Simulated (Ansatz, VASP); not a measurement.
Cu in VASP and in Ansatz

```
Cu
1.0
     0.00000    1.79537    1.79537
     1.79537    0.00000    1.79537
     1.79537    1.79537    0.00000
Cu
1
Cartesian
  0.0000 0.0000 0.0000
```

Change from the starting cell: volume scaled by 0.98.

Alike in both runs: task single point; functional PBEsol; k mesh 19 × 19 × 19; occupations fermi-dirac, width 0.08 eV; no spin polarisation.

|  | VASP | Ansatz |
| --- | --- | --- |
| version | VASP 6.6.1 | Ansatz 0.2.0 |
| potentials or method | VASP PAW PBE potentials, release 64 (Cu), cutoff 520 eV | all-electron LAPW, scalar-relativistic |

Ansatz gave:

```
pressure (GPa) : -3.7
```

**Question.** Estimate VASP's values.

**Answer.** Pressure (GPa): -3.0.

VASP's potentials were made for PBE, not for PBEsol. Ansatz ran all-electron here, and VASP with PAW potentials.
